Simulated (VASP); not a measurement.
Here is a VASP 6.6.1 calculation.

INCAR

```
PREC     = Accurate       # precision mode
ENCUT    = 520            # plane-wave cutoff, eV
EDIFF    = 1E-6           # SCF threshold, eV
ISMEAR   = -1             # smearing method
SIGMA    = 0.05           # smearing width, eV
LREAL    = False          # projectors in reciprocal space
LASPH    = True           # aspherical terms in the spheres
NELM     = 60             # most SCF steps
ALGO     = Normal         # electronic algorithm
ISIF     = 2              # what is computed and relaxed
LWAVE    = False          # write WAVECAR
LCHARG   = False          # write CHGCAR
GGA      = RP             # functional
IVDW     = 12             # dispersion correction
NBANDS   = 44             # bands
```

The input KPOINTS:

```
regular mesh
0
Gamma
  7 7 7
```

The input POSCAR:

```
SiO2
1.0
    0.0000000000      4.7350313414      7.3654779816
    2.3542689796      0.0000000000      7.3654779816
    2.3542689796      4.7350313414      0.0000000000
Si O
4 8
Direct
    0.9372717981      0.9372717981      0.5627282019
    0.6872717981      0.6872717981      0.3127282019
    0.3127282019      0.3127282019      0.6872717981
    0.5627282019      0.5627282019      0.9372717981
    0.0679971518      0.4320028482      0.0679971518
    0.4320028482      0.0679971518      0.4320028482
    0.8179971518      0.1820028482      0.8179971518
    0.1820028482      0.8179971518      0.1820028482
    0.1250000000      0.6250000000      0.6250000000
    0.6250000000      0.6250000000      0.6250000000
    0.6250000000      0.6250000000      0.1250000000
    0.6250000000      0.1250000000      0.6250000000
```

Potentials or basis: VASP PAW PBE potentials, release 64 (Si, O).

Run with:

```console
$ cat potpaw_PBE.64/Si/POTCAR potpaw_PBE.64/O/POTCAR > POTCAR
$ mpirun -np 1 vasp_std > vasp.out
```

Task: Predict the dispersion energy per atom.

Result: -0.416 eV.

Task: Estimate the largest force.

Result: 0.044 eV/Å.

Task: Predict the band gap on the k mesh.

Result: 5.96 eV.

Task: What does it give for the pressure?

Result: -0.3 GPa.

Forces in eV/Å, atoms in the order of the input:
```
Si   0.000  0.000 -0.044
Si   0.000  0.000 -0.044
Si   0.000  0.000  0.044
Si   0.000  0.000  0.044
O    0.000 -0.036  0.000
O    0.000  0.036  0.000
O    0.000 -0.036  0.000
O    0.000  0.036  0.000
O    0.000  0.000  0.000
O    0.000  0.000  0.000
O    0.000  0.000  0.000
O    0.000  0.000  0.000
```

Caveat: the PAW data sets were made with another functional, which shifts forces and pressure a little; an odd mesh through Γ misses points on the zone boundary, where band edges can lie.
